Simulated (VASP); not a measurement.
A run of VASP 6.6.1 is set up as follows.

File INCAR:

```
PREC     = Accurate       # precision mode
ENCUT    = 520            # plane-wave cutoff, eV
EDIFF    = 1E-6           # SCF threshold, eV
ISMEAR   = 0              # smearing method
SIGMA    = 0.05           # smearing width, eV
LREAL    = False          # projectors in reciprocal space
LASPH    = True           # aspherical terms in the spheres
NELM     = 80             # most SCF steps
ALGO     = Normal         # electronic algorithm
ISIF     = 2              # what is computed and relaxed
LWAVE    = False          # write WAVECAR
LCHARG   = True           # write CHGCAR
GGA      = CA             # functional
LELF     = True           # ELF
LVHAR    = True         
NBANDS   = 28             # bands
```

Contents of KPOINTS:

```
Automatic mesh
0
Gamma
  6 6 6
```

POSCAR

```
BaTiO3
1.0
    3.9605854772      0.0000000000      0.0000000000
    0.0000000000      3.9605854772      0.0000000000
    0.0000000000      0.0000000000      3.9605854772
Ba Ti O
1 1 3
Direct
    0.5000000000      0.5000000000      0.5000000000
    0.0000000000      0.0000000000      0.0000000000
    0.5000000000      0.0000000000      0.0000000000
    0.0000000000      0.5000000000      0.0000000000
    0.0000000000      0.0000000000      0.5000000000
```

Potentials or basis: VASP PAW LDA potentials, release 64 (Ba_sv, Ti_sv, O).

Run with:

```console
$ cat potpaw_LDA.64/Ba_sv/POTCAR potpaw_LDA.64/Ti_sv/POTCAR potpaw_LDA.64/O/POTCAR > POTCAR
$ mpirun -np 1 vasp_std > vasp.out
```

Question: Predict the band gap on the k mesh.

Answer: 1.71 eV, indirect (least direct gap 1.82 eV).

Question: Predict the pressure.

Answer: -1.3 GPa.

Caveat: spin-orbit coupling is left out, which moves the levels of the heavy elements. A k mesh can miss the band edges.
